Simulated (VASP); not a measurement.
# Si2Mo (I4/mmm) in VASP: a series of runs

The runs below take Si2Mo through single point, with PBE.

Everything below comes from runs of VASP 6.6.1. Logs are shortened: lines on timing, memory, paths and dates and some standing lists are left out, and cuts for length are marked.

### 1 The cell of the first run

Symmetry: I4/mmm, No. 139, tetragonal system. Conventional cell: a = 3.200 Å, b = 3.200 Å, c = 7.861 Å, α = 90.00°, β = 90.00°, γ = 90.00°. Within 3.5 Å of Mo (site symmetry 4/mmm) lie 10 Si at 2.62 Å and 4 Mo at 3.20 Å. Si (site symmetry 4mm) has 9 Si at 2.61 to 3.20 Å and 5 Mo at 2.62 Å within 3.4 Å.

### 2 Single point, PBE

Input file INCAR:

```
PREC = Accurate
ENCUT = 520
EDIFF = 1E-6
ISMEAR = 0
SIGMA = 0.015
LREAL = False
LASPH = True
NELM = 80
ALGO = Normal
ISIF = 2
LWAVE = False
LCHARG = False
GGA = PE
NBANDS = 18
```

Input file KPOINTS:

```
regular mesh
0
Gamma
  12 12 12
```

Input file POSCAR:

```
Si2Mo
1.0
   -1.6000000000      1.6000000000      3.9305000000
    1.6000000000     -1.6000000000      3.9305000000
    1.6000000000      1.6000000000     -3.9305000000
Mo Si
1 2
Direct
    0.0000000000      0.0000000000      0.0000000000
    0.6670000000      0.6670000000      0.0000000000
    0.3330000000      0.3330000000      0.0000000000
```

Potentials or basis: VASP PAW PBE potentials, release 64 (Mo_sv, Si).

Command:

```console
cat potpaw_PBE.64/Mo_sv/POTCAR potpaw_PBE.64/Si/POTCAR > POTCAR
mpirun -np 1 vasp_std > vasp.out
```

OUTCAR:

```text
PREC = Accurate
   ENCUT = 520
   EDIFF = 1E-6
   ISMEAR = 0
   LREAL = False
   LASPH = True
   NELM = 80
   ISIF = 2
   GGA = PE

 ion  position               nearest neighbor table
   1  0.000  0.000  0.000-   2 2.62   3 2.62   2 2.62   3 2.62   2 2.62   3 2.62   3 2.62   2 2.62
                             2 2.62   3 2.62
   2  0.667  0.667  0.000-   3 2.61   3 2.61   3 2.61   3 2.61   1 2.62   1 2.62   1 2.62   1 2.62
                             1 2.62   3 2.63
   3  0.333  0.333  0.000-   2 2.61   2 2.61   2 2.61   2 2.61   1 2.62   1 2.62   1 2.62   1 2.62
                             1 2.62   2 2.63

  LATTYP: Found a body centered tetragonal cell.
 ALAT       =     3.2000000000
 C/A-ratio  =     2.4565625000

  Lattice vectors:

 A1 = (  -1.6000000000,   1.6000000000,   3.9305000000)
 A2 = (   1.6000000000,  -1.6000000000,   3.9305000000)
 A3 = (   1.6000000000,   1.6000000000,  -3.9305000000)

Analysis of symmetry for initial positions (statically):
=====================================================================
 Subroutine PRICEL returns:
 Original cell was already a primitive cell.

 Routine SETGRP: Setting up the symmetry group for a
 body centered tetragonal supercell.

 Subroutine GETGRP returns: Found 16 space group operations
 (whereof 16 operations were pure point group operations)
 out of a pool of 16 trial point group operations.

The static configuration has the point symmetry D_4h.

Analysis of symmetry for dynamics (positions and initial velocities):
=====================================================================
 Subroutine PRICEL returns:
 Original cell was already a primitive cell.

 Routine SETGRP: Setting up the symmetry group for a
 body centered tetragonal supercell.

 Subroutine GETGRP returns: Found 16 space group operations
 (whereof 16 operations were pure point group operations)
 out of a pool of 16 trial point group operations.

The dynamic configuration has the point symmetry D_4h.

 Subroutine INISYM returns: Found 16 space group operations
 (whereof 16 operations are pure point group operations),
 and found     1 'primitive' translations

----------------------------------------------------------------------------------------

                                     Primitive cell

  volume of cell :      40.2483

  direct lattice vectors                    reciprocal lattice vectors
    -1.600000000  1.600000000  3.930500000     0.000000000  0.312500000  0.127210279
     1.600000000 -1.600000000  3.930500000     0.312500000  0.000000000  0.127210279
[... 90 lines left out ...]
   NSW    =      0    number of steps for IOM
   IBRION =     -1    ionic relax: 0-MD 1-quasi-New 2-CG
   NFREE  =      0    steps in history (QN), initial steepest desc. (CG)
   ISIF   =      2    stress and relaxation
   ISYM   =      2    0-nonsym 1-usesym 2-fastsym
   POTIM  = 0.5000    time-step for ionic-motion
   TEBEG  =    0.0;   TEEND  =   0.0 temperature during run
   PSTRESS=    0.0 pullay stress
   NELECT =      22.0000    total number of electrons
   NUPDOWN=      -1.0000    fix difference up-down
   EMIN   =  10.00;   EMAX   =-10.00  energy-range for DOS
   EFERMI =   0.00;   METHOD = LEGACY
   ISMEAR =     0;   SIGMA  =   0.01  broadening in eV -4-tet -1-fermi 0-gaus
   EFERMI_NEDOS =   21; number of points for ismear=-14 and -15
   IALGO  =     38    algorithm
   IMIX   =      4    mixing-type and parameters
     AMIX     =   0.40;   BMIX     =  1.00
     AMIX_MAG =   1.60;   BMIX_MAG =  1.00
  volume/ion in A,a.u.               =      13.42        90.54
  Fermi-wavevector in a.u.,A,eV,Ry     =   1.338546  2.529484 24.377614  1.791704
  Thomas-Fermi vector in A             =   2.467007
   LORBIT       =      0    0 simple, 1 ext, 2 COOP (PROOUT), +10 PAW based schemes
   GGA     = PE    functional components
   LHFCALC =     F    Hartree Fock is set to
   AEXX    =    0.0000 exact exchange contribution
   IVDW    =     0    specifies the selected vdW correction
   LEPSILON=     F    determine dielectric tensor
   LRPA    =     F    only Hartree local field effects (RPA)
 non-spin polarized calculation
 Gauss-broadening in eV      SIGMA  =   0.01
  energy-cutoff  :      520.00
  volume of cell :       40.25
 maximum number of plane-waves:      1112
 NGX is ok and might be reduce to    36
   NGX = 17   NGY = 17   NGZ = 17

 number of electron      22.0000000 magnetization

 Free energy of the ion-electron system (eV)
  ---------------------------------------------------
  ext. energy  EPLUGINS =         0.00000000
  ---------------------------------------------------
  free energy    TOTEN  =       -23.25217835 eV

  energy without entropy =      -23.25210018  energy(sigma->0) =      -23.25213927

 E-fermi :  12.3164     XC(G=0): -12.4280

 val. band max:       12.3158918029   @ k =   0.0833  -0.0000   0.0000
 cond. band min:      12.3291811993   @ k =  -0.2500  -0.3333   0.2500
 fundamental gap:      0.0132893965
 Fermi energy:        12.3163867048

 k-point     1 :       0.0000    0.0000    0.0000
  band No.  band energies     occupation
      1     -48.4679      2.00000
      2     -22.6304      2.00000
      3     -22.5334      2.00000
      4     -22.5334      2.00000
      5      -1.1899      2.00000
      6       5.9293      2.00000
[... 481 lines left out ...]
      5       1.7500      2.00000
      6       4.2599      2.00000
[... 10 lines left out ...]
     17      19.5929      0.00000
     18      20.4377      0.00000

 [... further k-points ...]

------------------------ aborting loop because EDIFF is reached ----------------------------------------

  FORCE on cell =-STRESS in cart. coord.  units (eV):
  Direction    XX          YY          ZZ          XY          YZ          ZX
  --------------------------------------------------------------------------------------
  -------------------------------------------------------------------------------------
  Total        0.7002268      0.7002268      0.4074164      0.0000000      0.0000000      0.0000000
  in kB       27.8741453     27.8741453     16.2181506      0.0000000      0.0000000      0.0000000
  external PRESSURE =      23.9888137 kB  Pullay stress =       0.0000000 kB

 VOLUME and BASIS-vectors are now :
 -----------------------------------------------------------------------------
  energy-cutoff  :      520.00
  volume of cell :       40.25
      direct lattice vectors                 reciprocal lattice vectors
    -1.600000000  1.600000000  3.930500000     0.000000000  0.312500000  0.127210279
     1.600000000 -1.600000000  3.930500000     0.312500000  0.000000000  0.127210279
     1.600000000  1.600000000 -3.930500000     0.312500000  0.312500000  0.000000000

 POSITION                                       TOTAL-FORCE (eV/Angst)
 -----------------------------------------------------------------------------------
      0.00000      0.00000      0.00000         0.000000      0.000000      0.000000
      0.00000      0.00000      5.24329         0.000000      0.000000     -0.271631
      0.00000      0.00000      2.61771        -0.000000     -0.000000      0.271631
 -----------------------------------------------------------------------------------
    total drift:                                0.000000      0.000000     -0.000000

  FREE ENERGIE OF THE ION-ELECTRON SYSTEM (eV)
  ---------------------------------------------------
  free  energy   TOTEN  =       -23.2521783532 eV

  energy  without entropy=      -23.2521001795  energy(sigma->0) =      -23.25213927
```

OSZICAR:

```text
N       E                     dE             d eps       ncg     rms          rms(c)
DAV:   1     0.120813278436E+03    0.12081E+03   -0.11295E+04  5868   0.116E+03
DAV:   2    -0.210237366514E+02   -0.14184E+03   -0.13884E+03  7018   0.298E+02
DAV:   3    -0.241467253734E+02   -0.31230E+01   -0.30851E+01  7292   0.393E+01
DAV:   4    -0.241647644401E+02   -0.18039E-01   -0.18026E-01  6878   0.321E+00
DAV:   5    -0.241648865107E+02   -0.12207E-03   -0.12207E-03  6988   0.282E-01    0.213E+01
DAV:   6    -0.234140799202E+02    0.75081E+00   -0.58848E+00  6188   0.157E+01    0.467E+00
DAV:   7    -0.232882251400E+02    0.12585E+00   -0.91108E-01  6132   0.568E+00    0.445E+00
DAV:   8    -0.232530227408E+02    0.35202E-01   -0.10481E-01  6340   0.239E+00    0.459E-01
DAV:   9    -0.232522369938E+02    0.78575E-03   -0.20945E-03  6976   0.368E-01    0.255E-01
DAV:  10    -0.232521960406E+02    0.40953E-04   -0.52639E-04  6522   0.194E-01    0.565E-02
DAV:  11    -0.232521831354E+02    0.12905E-04   -0.19972E-04  6430   0.106E-01    0.451E-02
DAV:  12    -0.232521789111E+02    0.42243E-05   -0.33352E-05  6254   0.405E-02    0.875E-03
DAV:  13    -0.232521783532E+02    0.55796E-06   -0.13337E-06  3572   0.994E-03
   1 F= -.23252178E+02 E0= -.23252139E+02  d E =-.781736E-04
```

It took 2.7 min on 1 thread of Intel Xeon Platinum 8488C (Sapphire Rapids), shared host; peak memory 0.27 GiB.

What came out:

```
Free energy            : -23.2522 eV
Pressure               : 2.4 GPa
Largest force          : 0.272 eV/Å
Band gap on the k mesh : zero (bands 11 and 12 overlap by 1.04 eV)
```

Forces in eV/Å, atoms in the order of the input:
```
Mo   0.000  0.000  0.000
Si   0.000  0.000 -0.272
Si   0.000  0.000  0.272
```

### 3 Single point, PBE

Input file INCAR:

```
SYSTEM = Si2Mo
ALGO = Normal
EDIFF = 1E-6
ENCUT = 520
GGA = PE
ISIF = 2
ISMEAR = 0
LASPH = .True.
LCHARG = .True.
LELF = .True.
LREAL = .False.
LVHAR = .True.
LWAVE = .False.
NBANDS = 18
NELM = 60
PREC = Accurate
SIGMA = 0.016
```

Input file KPOINTS:

```
k-points
0
Gamma
  12 12 12
  0 0 0
```

POSCAR is that of step 2.

Potentials or basis: VASP PAW PBE potentials, release 64 (Mo_sv, Si).

Command:

```console
cat potpaw_PBE.64/Mo_sv/POTCAR potpaw_PBE.64/Si/POTCAR > POTCAR
mpirun -np 1 vasp_std > vasp.out
```

Run time: 2.3 min. Hardware: 1 thread of Intel Xeon Platinum 8488C (Sapphire Rapids), shared host; peak memory 0.28 GiB.

The run converged. Its results:

```
Free energy            : -23.2522 eV
Pressure               : 2.4 GPa
Largest force          : 0.272 eV/Å
Band gap on the k mesh : zero (bands 11 and 12 overlap by 1.04 eV)
```

Forces in eV/Å, atoms in the order of the input:
```
Mo   0.000  0.000  0.000
Si   0.000  0.000 -0.272
Si   0.000  0.000  0.272
```

Stress tensor (GPa, compression positive):
```
2.79 0.00 0.00
0.00 2.79 0.00
0.00 0.00 1.62
```

Levels at points of the mesh, in eV from the Fermi level:
```csv
k point,band 9,band 10,band 11,band 12,band 13,band 14
"(0.00, 0.00, 0.00)",-2.70,-2.70,0.36,3.03,3.06,3.59
"(0.50, 0.00, 0.00)",-2.66,-2.56,-0.56,2.22,2.97,3.98
"(0.50, 0.50, 0.00)",-4.54,-3.11,-1.18,2.28,2.67,2.96
"(0.50, 0.50, 0.50)",-0.63,-0.63,-0.57,-0.57,0.50,4.57
```

### 4 Single point, PBE

Input file INCAR:

```
ALGO = Normal ; EDIFF = 1E-7
ENCUT = 520 ; GGA = PE
ISIF = 2 ; ISMEAR = 0
LASPH = True ; LCHARG = False
LREAL = False ; LWAVE = False
NBANDS = 18 ; NELM = 80
PREC = Accurate ; SIGMA = 0.017
```

Input file KPOINTS:

```
k-points
0
Gamma
  12 12 12
```

POSCAR is that of step 3.

Potentials or basis: VASP PAW PBE potentials, release 64 (Mo_sv, Si).

Command:

```console
cat potpaw_PBE.64/Mo_sv/POTCAR potpaw_PBE.64/Si/POTCAR > POTCAR
mpirun -np 1 vasp_std > vasp.out
```

OUTCAR:

```text
EDIFF = 1E-7
   ENCUT = 520
   GGA = PE
   ISIF = 2
   ISMEAR = 0
   LASPH = True
   LREAL = False
   NELM = 80
   PREC = Accurate

 ion  position               nearest neighbor table
   1  0.000  0.000  0.000-   2 2.62   3 2.62   2 2.62   3 2.62   2 2.62   3 2.62   3 2.62   2 2.62
                             2 2.62   3 2.62
   2  0.667  0.667  0.000-   3 2.61   3 2.61   3 2.61   3 2.61   1 2.62   1 2.62   1 2.62   1 2.62
                             1 2.62   3 2.63
   3  0.333  0.333  0.000-   2 2.61   2 2.61   2 2.61   2 2.61   1 2.62   1 2.62   1 2.62   1 2.62
                             1 2.62   2 2.63

  LATTYP: Found a body centered tetragonal cell.
 ALAT       =     3.2000000000
 C/A-ratio  =     2.4565625000

  Lattice vectors:

 A1 = (  -1.6000000000,   1.6000000000,   3.9305000000)
 A2 = (   1.6000000000,  -1.6000000000,   3.9305000000)
 A3 = (   1.6000000000,   1.6000000000,  -3.9305000000)

Analysis of symmetry for initial positions (statically):
=====================================================================
 Subroutine PRICEL returns:
 Original cell was already a primitive cell.

 Routine SETGRP: Setting up the symmetry group for a
 body centered tetragonal supercell.

 Subroutine GETGRP returns: Found 16 space group operations
 (whereof 16 operations were pure point group operations)
 out of a pool of 16 trial point group operations.

The static configuration has the point symmetry D_4h.

Analysis of symmetry for dynamics (positions and initial velocities):
=====================================================================
 Subroutine PRICEL returns:
 Original cell was already a primitive cell.

 Routine SETGRP: Setting up the symmetry group for a
 body centered tetragonal supercell.

 Subroutine GETGRP returns: Found 16 space group operations
 (whereof 16 operations were pure point group operations)
[... 121 lines left out ...]
   IALGO  =     38    algorithm
   IMIX   =      4    mixing-type and parameters
     AMIX     =   0.40;   BMIX     =  1.00
     AMIX_MAG =   1.60;   BMIX_MAG =  1.00
  volume/ion in A,a.u.               =      13.42        90.54
  Fermi-wavevector in a.u.,A,eV,Ry     =   1.338546  2.529484 24.377614  1.791704
  Thomas-Fermi vector in A             =   2.467007
   LORBIT       =      0    0 simple, 1 ext, 2 COOP (PROOUT), +10 PAW based schemes
   GGA     = PE    functional components
   LHFCALC =     F    Hartree Fock is set to
   AEXX    =    0.0000 exact exchange contribution
   IVDW    =     0    specifies the selected vdW correction
   LEPSILON=     F    determine dielectric tensor
   LRPA    =     F    only Hartree local field effects (RPA)
 non-spin polarized calculation
 Gauss-broadening in eV      SIGMA  =   0.02
  energy-cutoff  :      520.00
  volume of cell :       40.25
 maximum number of plane-waves:      1112
 NGX is ok and might be reduce to    36
   NGX = 17   NGY = 17   NGZ = 17

 number of electron      22.0000000 magnetization

 Free energy of the ion-electron system (eV)
  ---------------------------------------------------
  ext. energy  EPLUGINS =         0.00000000
  ---------------------------------------------------
  free energy    TOTEN  =       -23.25218883 eV

  energy without entropy =      -23.25209548  energy(sigma->0) =      -23.25214216

 E-fermi :  12.3155     XC(G=0): -12.4280

 val. band max:       12.2039870679   @ k =  -0.3333  -0.4167   0.3333
 cond. band min:      12.3159190821   @ k =   0.0833  -0.0000   0.0000
 fundamental gap:      0.1119320142
 Fermi energy:        12.3155294231

 k-point     1 :       0.0000    0.0000    0.0000
  band No.  band energies     occupation
      1     -48.4678      2.00000
      2     -22.6302      2.00000
      3     -22.5333      2.00000
      4     -22.5333      2.00000
      5      -1.1899      2.00000
      6       5.9293      2.00000
[... 481 lines left out ...]
      5       1.7500      2.00000
      6       4.2599      2.00000
[... 10 lines left out ...]
     17      19.5929      0.00000
     18      20.4377      0.00000

 [... further k-points ...]

------------------------ aborting loop because EDIFF is reached ----------------------------------------

  FORCE on cell =-STRESS in cart. coord.  units (eV):
  Direction    XX          YY          ZZ          XY          YZ          ZX
  --------------------------------------------------------------------------------------
  -------------------------------------------------------------------------------------
  Total        0.6982957      0.6982957      0.4071900      0.0000000      0.0000000      0.0000000
  in kB       27.7972730     27.7972730     16.2091384      0.0000000      0.0000000      0.0000000
  external PRESSURE =      23.9345614 kB  Pullay stress =       0.0000000 kB

 VOLUME and BASIS-vectors are now :
 -----------------------------------------------------------------------------
  energy-cutoff  :      520.00
  volume of cell :       40.25
      direct lattice vectors                 reciprocal lattice vectors
    -1.600000000  1.600000000  3.930500000     0.000000000  0.312500000  0.127210279
     1.600000000 -1.600000000  3.930500000     0.312500000  0.000000000  0.127210279
     1.600000000  1.600000000 -3.930500000     0.312500000  0.312500000  0.000000000

 POSITION                                       TOTAL-FORCE (eV/Angst)
 -----------------------------------------------------------------------------------
      0.00000      0.00000      0.00000         0.000000      0.000000     -0.000000
      0.00000      0.00000      5.24329        -0.000000     -0.000000     -0.271565
      0.00000      0.00000      2.61771         0.000000      0.000000      0.271565
 -----------------------------------------------------------------------------------
    total drift:                                0.000000      0.000000     -0.000000

  FREE ENERGIE OF THE ION-ELECTRON SYSTEM (eV)
  ---------------------------------------------------
  free  energy   TOTEN  =       -23.2521888313 eV

  energy  without entropy=      -23.2520954840  energy(sigma->0) =      -23.25214216
```

OSZICAR:

```text
N       E                     dE             d eps       ncg     rms          rms(c)
DAV:   1     0.120813265194E+03    0.12081E+03   -0.11295E+04  5868   0.116E+03
DAV:   2    -0.210237584775E+02   -0.14184E+03   -0.13884E+03  7018   0.298E+02
DAV:   3    -0.241467257188E+02   -0.31230E+01   -0.30849E+01  7292   0.393E+01
DAV:   4    -0.241647647754E+02   -0.18039E-01   -0.18026E-01  6878   0.321E+00
DAV:   5    -0.241648868462E+02   -0.12207E-03   -0.12207E-03  6988   0.282E-01    0.213E+01
DAV:   6    -0.234140970414E+02    0.75079E+00   -0.58849E+00  6188   0.157E+01    0.467E+00
DAV:   7    -0.232882273447E+02    0.12587E+00   -0.91102E-01  6132   0.568E+00    0.445E+00
DAV:   8    -0.232530308262E+02    0.35197E-01   -0.10468E-01  6340   0.239E+00    0.458E-01
DAV:   9    -0.232522477376E+02    0.78309E-03   -0.20875E-03  6976   0.367E-01    0.255E-01
DAV:  10    -0.232522066378E+02    0.41100E-04   -0.52598E-04  6522   0.194E-01    0.563E-02
DAV:  11    -0.232521937976E+02    0.12840E-04   -0.19869E-04  6430   0.105E-01    0.449E-02
DAV:  12    -0.232521896320E+02    0.41656E-05   -0.33111E-05  6256   0.404E-02    0.877E-03
DAV:  13    -0.232521890713E+02    0.56066E-06   -0.13847E-06  6380   0.996E-03    0.282E-03
DAV:  14    -0.232521888623E+02    0.20902E-06   -0.30613E-08  3414   0.137E-03    0.732E-04
DAV:  15    -0.232521888313E+02    0.30959E-07   -0.22887E-09  3180   0.426E-04
   1 F= -.23252189E+02 E0= -.23252142E+02  d E =-.933473E-04
```

Wall time 2.4 min (1 thread of Intel Xeon Platinum 8488C (Sapphire Rapids), shared host); peak memory 0.27 GiB.

Results:

- Free energy: -23.2522 eV
- Pressure: 2.4 GPa
- Largest force: 0.272 eV/Å
- Band gap on the k mesh: zero (bands 11 and 12 overlap by 1.04 eV)

Forces on the atoms (eV/Å):
```
Mo   0.000  0.000  0.000
Si   0.000  0.000 -0.272
Si   0.000  0.000  0.272
```

Stress tensor (GPa, compression positive):
```
2.78 0.00 0.00
0.00 2.78 0.00
0.00 0.00 1.62
```

### 5 The runs side by side

```tsv
smearing	gap on the mesh (eV)	pressure (GPa)	largest force (eV/Å)
gaussian 0.015 eV	none	2.4	0.27
gaussian 0.016 eV	none	2.4	0.27
gaussian 0.017 eV	none	2.4	0.27
```

Alike in all rows: task single point; level PBE; potentials or basis VASP PAW PBE potentials, release 64 (Mo_sv, Si); no spin polarisation; cell as given; k mesh 12 × 12 × 12; cutoff (eV) 520.

Absolute energies hang on the potentials; compare differences alone.
